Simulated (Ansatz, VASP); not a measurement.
ZnSe in VASP and in Ansatz

Contents of POSCAR:

```
ZnSe
1.0
    4.1077020000      0.0000000000      0.0000000000
    0.0000000000      4.1077020000      0.0000000000
    0.0000000000      0.0000000000      6.0703500000
Zn Se
2 2
Direct
    0.0000000000      0.0000000000      0.0000000000
    0.5000000000      0.5000000000      0.0000000000
    0.0000000000      0.5000000000      0.2462800000
    0.5000000000      0.0000000000      0.7537200000
```

The input INCAR.step1:

```
PREC = Accurate
ENCUT = 520
ISMEAR = 0
SIGMA = 0.01
LREAL = F
LASPH = T
NELM = 80
NBANDS = 26
GGA = PE
ALGO = Normal
EDIFF = 1E-4
LWAVE = T
LCHARG = F
```

Contents of INCAR.step2:

```
PREC = Accurate
ENCUT = 520
EDIFF = 1E-7
ISMEAR = 0
SIGMA = 0.01
LREAL = F
LASPH = T
NELM = 80
ALGO = Normal
ISIF = 2
LWAVE = F
LCHARG = F
METAGGA = R2SCAN
LMIXTAU = T
NBANDS = 26
ISTART = 1
```

The input KPOINTS:

```
regular mesh
0
Gamma
  4 4 4
```

Input for Ansatz:

```yaml
crystal:
  lattice:
    - [4.107702, 0.0, 0.0]
    - [0.0, 4.107702, 0.0]
    - [0.0, 0.0, 6.07035]
  atoms:
    - { symbol: Zn, position: [0.0, 0.0, 0.0] }
    - { symbol: Zn, position: [0.5, 0.5, 0.0] }
    - { symbol: Se, position: [0.0, 0.5, 0.24628] }
    - { symbol: Se, position: [0.5, 0.0, 0.75372] }
basis:
  ecutwfc: 550.0
kpoints:
  mp_grid:
    grid: [4, 4, 4]
hamiltonian:
  xc: r2scan
scf:
  occupations:
    method: fixed
output:
  eigenvalues: true
```

Alike in both runs: task single point; functional r2SCAN; k mesh 4 × 4 × 4; no spin polarisation.

|  | VASP | Ansatz |
| --- | --- | --- |
| version | VASP 6.6.1 | Ansatz 0.2.0 |
| potentials or method | VASP PAW PBE potentials, release 64 (Zn, Se), cutoff 520 eV | plane waves, PAW |
| occupations | gaussian, width 0.01 eV | fixed |
| valence electrons in the cell | 36 | 56 |

```csv
,VASP,Ansatz,Ansatz less VASP
gap on the k mesh at the Fermi level (eV),2.41,2.42,+0.011
```

VASP's potentials were made for PBE, not for r2SCAN. VASP's potentials hold 36 valence electrons a cell and Ansatz's 56, so a difference there can come from the potentials and not from the codes.
